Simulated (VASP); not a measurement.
# Cu18N in VASP: single point with PBE+D3(BJ)

Aim: the single point of Cu18N with PBE+D3(BJ).

Everything below comes from runs of VASP 6.6.1. Logs are shortened: lines on timing, memory, paths and dates and some standing lists are left out, and cuts for length are marked.

### 1 The cell of the first run

The cell holds a slab with vacuum, 19 atoms: a = 10.830 Å, b = 5.105 Å, c = 15.553 Å, α = 90.00°, β = 90.00°, γ = 90.00°.

### 2 Single point, PBE+D3(BJ)

INCAR

```
PREC = Accurate
ENCUT = 520
EDIFF = 1E-6
ISMEAR = -1
SIGMA = 0.05
LREAL = Auto
LASPH = True
NELM = 60
ALGO = Normal
ISIF = 2
LWAVE = False
LCHARG = True
GGA = PE
IVDW = 12
LELF = True
LVHAR = True
NBANDS = 116
```

KPOINTS

```
regular mesh
0
Gamma
  2 3 1
```

POSCAR

```
Cu18N
1.0
   10.8300000000      0.0000000000      0.0000000000
    0.0000000000      5.1053110000      0.0000000000
    0.0000000000      0.0000000000     15.5526550000
Cu N
18 1
Direct
    0.0000000000      0.0000000000      0.0642977035
    0.3333333333      0.0000000000      0.0642977035
    0.6666666667      0.0000000000      0.0642977035
    0.0000000000      0.5000087164      0.0642977035
    0.3333333333      0.5000087164      0.0642977035
    0.6666666667      0.5000087164      0.0642977035
    0.1756048015      0.2010847135      0.1573621996
    0.5118097876      0.2430997837      0.1433453002
    0.8198614958      0.2239628497      0.1793970226
    0.1463434903      0.7347838359      0.1472353113
    0.4885226223      0.7228746691      0.1525077230
    0.8381994460      0.7838895613      0.1459300679
    0.0004155125      0.0329069081      0.2285590467
    0.3550600185      0.0478129540      0.2294977931
    0.6108587258     -0.0494387120      0.2486006409
    0.0049030471      0.4887655228      0.2185157454
    0.3071098800      0.5131127173      0.2207211566
    0.6884118190      0.5619638059      0.2418751011
    0.8576915974      0.5864677000      0.2631126325
```

Potentials or basis: VASP PAW PBE potentials, release 64 (Cu, N).

On the command line:

```bash
> cat potpaw_PBE.64/Cu/POTCAR potpaw_PBE.64/N/POTCAR > POTCAR
> mpirun -np 1 vasp_std > vasp.out
```

OUTCAR:

```text
PREC = Accurate
   ENCUT = 520
   EDIFF = 1E-6
   ISMEAR = -1
   LREAL = Auto
   LASPH = True
   NELM = 60
   ISIF = 2
   GGA = PE
   IVDW = 12
 IVDW          = 12

 ion  position               nearest neighbor table
   1  0.000  0.000  0.064-  12 2.43  10 2.45   4 2.55   4 2.55  13 2.56   7 2.60
   2  0.333  0.000  0.064-   7 2.46   5 2.55   5 2.55  11 2.59  14 2.59   8 2.61  10 2.76
   3  0.667  0.000  0.064-   8 2.42  12 2.51   6 2.55   6 2.55   9 2.70  11 2.76
   4  0.000  0.500  0.064-  10 2.37  16 2.40   1 2.55   1 2.55  12 2.60
   5  0.333  0.500  0.064-  11 2.45  17 2.45   2 2.55   2 2.55   8 2.64  10 2.68   7 2.71
   6  0.667  0.500  0.064-   8 2.46   3 2.55   3 2.55  11 2.63  12 2.68  18 2.79
   7  0.176  0.201  0.157-  17 2.35  13 2.36  14 2.38  10 2.41   2 2.46  16 2.55   1 2.60   5 2.71
                            10 2.75
   8  0.512  0.243  0.143-  14 2.38   3 2.42   6 2.46  15 2.46  11 2.47   2 2.61   5 2.64  11 2.67

   9  0.820  0.224  0.179-  12 2.31  13 2.32  18 2.44  16 2.49   3 2.70
  10  0.146  0.735  0.147-  16 2.27   4 2.37  17 2.37   7 2.41   1 2.45  13 2.53   5 2.68   7 2.75
                             2 2.76
  11  0.489  0.723  0.153-  15 2.31   5 2.45   8 2.47  17 2.48  14 2.50   2 2.59   6 2.63   8 2.67
                            18 2.70   3 2.76
  12  0.838  0.784  0.146-  19 2.09   9 2.31   1 2.43  18 2.48   3 2.51  13 2.52   4 2.60  16 2.61
                             6 2.68
  13  0.000  0.033  0.229-   9 2.32  16 2.33   7 2.36  12 2.52  10 2.53   1 2.56  16 2.78
  14  0.355  0.048  0.229-   7 2.38   8 2.38  17 2.44  11 2.50   2 2.59  17 2.78
  15  0.611  0.951  0.249-  18 2.16  11 2.31   8 2.46
  16  0.005  0.489  0.219-  19 1.81  10 2.27  13 2.33   4 2.40   9 2.49   7 2.55  12 2.61  13 2.78

  17  0.307  0.513  0.221-   7 2.35  10 2.37  14 2.44   5 2.45  11 2.48  14 2.78
  18  0.688  0.562  0.242-  19 1.87  15 2.16   9 2.44  12 2.48  11 2.70   6 2.79
  19  0.858  0.586  0.263-  16 1.81  18 1.87  12 2.09

  LATTYP: Found a simple orthorhombic cell.
 ALAT       =     5.1053110000
 B/A-ratio  =     2.1213203270
 C/A-ratio  =     3.0463677923

  Lattice vectors:

 A1 = (   0.0000000000,  -5.1053110000,   0.0000000000)
 A2 = (  10.8300000000,   0.0000000000,   0.0000000000)
 A3 = (   0.0000000000,   0.0000000000,  15.5526550000)

Analysis of symmetry for initial positions (statically):
=====================================================================
 Subroutine PRICEL returns:
 Original cell was already a primitive cell.

 Routine SETGRP: Setting up the symmetry group for a
 simple orthorhombic supercell.

 Subroutine GETGRP returns: Found  1 space group operations
 (whereof  1 operations were pure point group operations)
 out of a pool of  8 trial point group operations.

The static configuration has the point symmetry C_1 .

Analysis of symmetry for dynamics (positions and initial velocities):
=====================================================================
 Subroutine PRICEL returns:
 Original cell was already a primitive cell.

 Routine SETGRP: Setting up the symmetry group for a
 simple orthorhombic supercell.

 Subroutine GETGRP returns: Found  1 space group operations
 (whereof  1 operations were pure point group operations)
 out of a pool of  8 trial point group operations.

The dynamic configuration has the point symmetry C_1 .

 Subroutine INISYM returns: Found  1 space group operations
 (whereof  1 operations are pure point group operations),
 and found     1 'primitive' translations

----------------------------------------------------------------------------------------

                                     Primitive cell

  volume of cell :     859.9144

  direct lattice vectors                    reciprocal lattice vectors
    10.830000000  0.000000000  0.000000000     0.092336103  0.000000000  0.000000000
     0.000000000  5.105311000  0.000000000     0.000000000  0.195874453  0.000000000
     0.000000000  0.000000000 15.552655000     0.000000000  0.000000000  0.064297704

  length of vectors
    10.830000000  5.105311000 15.552655000     0.092336103  0.195874453  0.064297704

  position of ions in fractional coordinates (direct lattice)
     0.000000000  0.000000000  0.064297704
     0.333333333  0.000000000  0.064297704
     0.666666667  0.000000000  0.064297704
     0.000000000  0.500008716  0.064297704
     0.333333333  0.500008716  0.064297704
     0.666666667  0.500008716  0.064297704
[... 11 lines left out ...]
     0.688411819  0.561963806  0.241875101
     0.857691597  0.586467700  0.263112632

  ion indices of the primitive-cell ions
   primitive index   ion index
                 1           1
                 2           2
                 3           3
                 4           4
                 5           5
                 6           6
[... 11 lines left out ...]
                18          18
                19          19

----------------------------------------------------------------------------------------

 KPOINTS: regular mesh

Automatic generation of k-mesh.
 Grid dimensions read from file:
 generate k-points for:    2    3    1

 Generating k-lattice:

  Cartesian coordinates                     Fractional coordinates (reciprocal lattice)
     0.046168052  0.000000000  0.000000000     0.500000000  0.000000000  0.000000000
     0.000000000  0.065291484  0.000000000     0.000000000  0.333333333  0.000000000
     0.000000000  0.000000000  0.064297704     0.000000000  0.000000000  1.000000000

  Length of vectors
     0.046168052  0.065291484  0.064297704

  Shift w.r.t. Gamma in fractional coordinates (k-lattice)
     0.000000000  0.000000000  0.000000000

 Subroutine IBZKPT returns following result:
 ===========================================

 Found      4 irreducible k-points:

 Following reciprocal coordinates:
            Coordinates               Weight
  0.000000  0.000000  0.000000      1.000000
  0.500000  0.000000  0.000000      1.000000
  0.000000  0.333333  0.000000      2.000000
  0.500000  0.333333  0.000000      2.000000
   k-points           NKPTS =      4   k-points in BZ     NKDIM =      4   number of bands    NBANDS=    116
   number of dos      NEDOS =    301   number of ions     NIONS =     19
   total plane-waves  NPLWV = 403200
   dimension x,y,z NGX =    84 NGY =   40 NGZ =  120
   dimension x,y,z NGXF=   168 NGYF=   80 NGZF=  240
   ions per type =              18   1
   NGX,Y,Z   is equivalent  to a cutoff of  12.89, 13.03, 12.83 a.u.
   NGXF,Y,Z  is equivalent  to a cutoff of  25.79, 26.05, 25.65 a.u.
 SYSTEM =  unknown system
   PREC   = accura    normal or accurate (medium, high low for compatibility)
   ISTART =      0    job   : 0-new  1-cont  2-samecut
   ICHARG =      2    charge: 1-file 2-atom 10-const
   ISPIN  =      1    spin polarized calculation?
   LNONCOLLINEAR =      F non collinear calculations
   LSORBIT =      F    spin-orbit coupling
   LASPH  =      T    aspherical Exc in radial PAW
   ENCUT  =  520.0 eV  38.22 Ry    6.18 a.u.  20.14  9.49 28.92*2*pi/ulx,y,z
   NELM   =     60;   NELMIN=  2; NELMDL= -5     # of ELM steps
   EDIFF  = 0.1E-05   stopping-criterion for ELM
   LREAL  =      T    real-space projection
   EDIFFG = 0.1E-04   stopping-criterion for IOM
   NSW    =      0    number of steps for IOM
   IBRION =     -1    ionic relax: 0-MD 1-quasi-New 2-CG
   NFREE  =      0    steps in history (QN), initial steepest desc. (CG)
   ISIF   =      2    stress and relaxation
   ISYM   =      2    0-nonsym 1-usesym 2-fastsym
   POTIM  = 0.5000    time-step for ionic-motion
   TEBEG  =    0.0;   TEEND  =   0.0 temperature during run
   PSTRESS=    0.0 pullay stress
   NELECT =     203.0000    total number of electrons
   NUPDOWN=      -1.0000    fix difference up-down
   EMIN   =  10.00;   EMAX   =-10.00  energy-range for DOS
   EFERMI =   0.00;   METHOD = LEGACY
   ISMEAR =    -1;   SIGMA  =   0.05  broadening in eV -4-tet -1-fermi 0-gaus
   EFERMI_NEDOS =   21; number of points for ismear=-14 and -15
   IALGO  =     38    algorithm
   IMIX   =      4    mixing-type and parameters
     AMIX     =   0.40;   BMIX     =  1.00
     AMIX_MAG =   1.60;   BMIX_MAG =  1.00
  volume/ion in A,a.u.               =      45.26       305.42
  Fermi-wavevector in a.u.,A,eV,Ry     =   1.011785  1.911997 13.928418  1.023710
  Thomas-Fermi vector in A             =   2.144856
   LORBIT       =      0    0 simple, 1 ext, 2 COOP (PROOUT), +10 PAW based schemes
   GGA     = PE    functional components
   LHFCALC =     F    Hartree Fock is set to
   AEXX    =    0.0000 exact exchange contribution
   IVDW    =    12    specifies the selected vdW correction
   LEPSILON=     F    determine dielectric tensor
   LRPA    =     F    only Hartree local field effects (RPA)
 non-spin polarized calculation
  energy-cutoff  :      520.00
  volume of cell :      859.91
 maximum number of plane-waves:     23208
 NGX is ok and might be reduce to    84
   NGX = 41   NGY = 19   NGZ = 57

 number of electron     202.9999917 magnetization

 Free energy of the ion-electron system (eV)
  ---------------------------------------------------
  ext. energy  EPLUGINS =         0.00000000
  ---------------------------------------------------
  free energy    TOTEN  =       -61.23842249 eV

  energy without entropy =      -61.17806565  energy(sigma->0) =      -61.20824407

 E-fermi :  -1.4065     XC(G=0):  -4.5090

 val. band max:       -1.4118371397   @ k =   0.5000   0.3333   0.0000
 cond. band min:      -1.3745787502   @ k =   0.0000   0.0000   0.0000
 fundamental gap:      0.0372583896
 Fermi energy:        -1.4065452236

 k-point     1 :       0.0000    0.0000    0.0000
  band No.  band energies     occupation
      1     -15.5065      2.00000
      2      -8.8231      2.00000
      3      -7.9361      2.00000
      4      -7.4432      2.00000
      5      -6.5868      2.00000
      6      -6.2791      2.00000
[... 105 lines left out ...]
    112       1.2392      0.00000
    113       1.7256      0.00000

 k-point     2 :       0.5000    0.0000    0.0000
  band No.  band energies     occupation
      1     -15.5065      2.00000
      2      -8.7610      2.00000
      3      -8.2192      2.00000
      4      -7.0127      2.00000
      5      -6.6102      2.00000
      6      -6.2940      2.00000
[... 105 lines left out ...]
    112       1.2632      0.00000
    113       1.6255      0.00000

 k-point     3 :       0.0000    0.3333    0.0000
  band No.  band energies     occupation
      1     -15.4882      2.00000
      2      -8.2327      2.00000
      3      -7.4394      2.00000
      4      -7.1423      2.00000
      5      -6.6885      2.00000
      6      -6.5138      2.00000
[... 105 lines left out ...]
    112       1.4227      0.00000
    113       1.6212      0.00000

 k-point     4 :       0.5000    0.3333    0.0000
  band No.  band energies     occupation
      1     -15.4881      2.00000
      2      -8.1539      2.00000
      3      -7.7328      2.00000
      4      -6.9432      2.00000
      5      -6.6050      2.00000
      6      -6.4708      2.00000
[... 105 lines left out ...]
    112       1.6458      0.00000
    113       1.8855      0.00000
 [bands above 113 left out]

------------------------ aborting loop because EDIFF is reached ----------------------------------------

 Edisp (eV)   -5.11999

 E8    (eV) :    -2.3102

  FORCE on cell =-STRESS in cart. coord.  units (eV):
  Direction    XX          YY          ZZ          XY          YZ          ZX
  --------------------------------------------------------------------------------------
  -------------------------------------------------------------------------------------
  Total      -9.13691    -8.81795    -2.41177    -1.46334    -0.14930    -0.92008
  in kB     -17.02373   -16.42944    -4.49357    -2.72647    -0.27817    -1.71427
  external pressure =      -12.65 kB  Pullay stress =        0.00 kB

 VOLUME and BASIS-vectors are now :
 -----------------------------------------------------------------------------
  energy-cutoff  :      520.00
  volume of cell :      859.91
      direct lattice vectors                 reciprocal lattice vectors
    10.830000000  0.000000000  0.000000000     0.092336103  0.000000000  0.000000000
     0.000000000  5.105311000  0.000000000     0.000000000  0.195874453  0.000000000
     0.000000000  0.000000000 15.552655000     0.000000000  0.000000000  0.064297704

 POSITION                                       TOTAL-FORCE (eV/Angst)
 -----------------------------------------------------------------------------------
      0.00000      0.00000      1.00000        -0.092064      0.262623      0.178647
      3.61000      0.00000      1.00000         0.036303     -0.192831      0.471364
      7.22000      0.00000      1.00000         0.290836     -0.147875      0.586300
      0.00000      2.55270      1.00000        -0.256306     -0.327403     -0.264673
      3.61000      2.55270      1.00000        -0.216017     -0.210110      0.246593
      7.22000      2.55270      1.00000         0.216072      0.142416      0.602296
[... 11 lines left out ...]
      7.45550      2.86900      3.76180         0.189599     -1.668975     -0.274992
      9.28880      2.99410      4.09210        -0.915347     -0.189383     -0.539916
 -----------------------------------------------------------------------------------
    total drift:                               -0.007472     -0.007105      0.003784

  FREE ENERGIE OF THE ION-ELECTRON SYSTEM (eV)
  ---------------------------------------------------
  free  energy   TOTEN  =       -66.3584102330 eV

  energy  without entropy=      -66.2980533930  energy(sigma->0) =      -66.32823181
```

Run time: 28 min. Hardware: 1 thread of Intel Xeon Platinum 8259CL at 2.50GHz (Skylake/Cascade Lake), shared host; peak memory 0.9 GiB.

What came out:

- Free energy: -66.3584 eV
- Largest force: 2.339 eV/Å
- Band gap on the k mesh: zero (an odd number of electrons rules out a gap without spin polarisation)
- Dispersion energy per atom: -0.269 eV

Forces in eV/Å, atoms in the order of the input:
```
Cu  -0.092  0.263  0.179
Cu   0.036 -0.193  0.471
Cu   0.291 -0.148  0.586
Cu  -0.256 -0.327 -0.265
Cu  -0.216 -0.210  0.247
Cu   0.216  0.142  0.602
Cu  -0.504  0.868 -0.847
Cu  -0.105  0.366 -0.052
Cu  -0.865  1.121 -0.599
Cu   1.280  0.498 -0.682
Cu   0.288 -0.019 -0.547
Cu  -0.192 -1.039 -0.004
Cu   0.261 -1.387  0.432
Cu   0.105 -0.805  0.064
Cu  -0.255  2.325  0.030
Cu   0.123  0.001  0.809
Cu   0.610  0.402  0.391
Cu   0.190 -1.669 -0.275
N   -0.915 -0.189 -0.540
```

Caveat: the k points lie up to 0.41 Å⁻¹ apart, too coarse for converged energies and pressures of a metal; the atoms stand as in a frame of molecular dynamics; there is no dipole correction, which matters where the two faces differ.

The gap in the log of VASP goes by the Fermi energy; the results here count the filled bands.